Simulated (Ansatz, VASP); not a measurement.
One calculation of HfO2, two programs

Contents of INCAR:

```
SYSTEM = HfO2
  ALGO = Normal
  EDIFF = 1E-6
  ENCUT = 520
  GGA = PE
  ISIF = 2
  ISMEAR = -1
  LASPH = .True.
  LCHARG = .False.
  LREAL = .False.
  LWAVE = .False.
  NBANDS = 18
  NELM = 80
  PREC = Accurate
  SIGMA = 0.05
```

KPOINTS

```
k-points
0
Gamma
  8 8 8
  0 0 0
```

The input POSCAR:

```
HfO2
1.0
    0.0000000000      2.5575000000      2.5575000000
    2.5575000000      0.0000000000      2.5575000000
    2.5575000000      2.5575000000      0.0000000000
Hf O
1 2
Direct
    0.0000000000      0.0000000000      0.0000000000
    0.7500000000      0.7500000000      0.7500000000
    0.2500000000      0.2500000000      0.2500000000
```

File input.yaml:

```yaml
crystal:
  lattice:
    - [0.0, 2.5575, 2.5575]
    - [2.5575, 0.0, 2.5575]
    - [2.5575, 2.5575, 0.0]
  atoms:
    - { symbol: Hf, position: [0.0, 0.0, 0.0] }
    - { symbol: O, position: [0.75, 0.75, 0.75] }
    - { symbol: O, position: [0.25, 0.25, 0.25] }
hamiltonian:
  xc: pbe
  pseudopotentials: { kind: paw }
kpoints:
  mp_grid: { grid: [8, 8, 8] }
scf:
  occupations: { method: fermi_dirac, width: 0.05 }
output:
  forces: true
  stress: true
  eigenvalues: true
  write_density: true
  write_potential: true
  elf: true
  volumetric_format: npy
```

Alike in both runs: task single point; functional PBE; k mesh 8 × 8 × 8; occupations fermi-dirac, width 0.05 eV; no spin polarisation.

|  | VASP | Ansatz |
| --- | --- | --- |
| version | VASP 6.6.1 | Ansatz 0.2.0 |
| potentials or method | VASP PAW PBE potentials, release 64 (Hf_pv, O) | Ansatz PAW |
| plane-wave cutoff (eV) | 520 | 420 |
| valence electrons in the cell | 22 | 38 |

Ansatz gave:

```
gap on the k mesh at the Fermi level (eV) : 3.72
least direct gap on the mesh (eV)         : 3.72
pressure (GPa)                            : -2.5
```

Problem. What did VASP give for the same quantities?

Solution. gap on the k mesh at the Fermi level (eV): 3.73; least direct gap on the mesh (eV): 3.73; pressure (GPa): -6.0.

VASP's potentials hold 22 valence electrons a cell and Ansatz's 38, so a difference there can come from the potentials and not from the codes.

Spin-orbit coupling is off throughout.
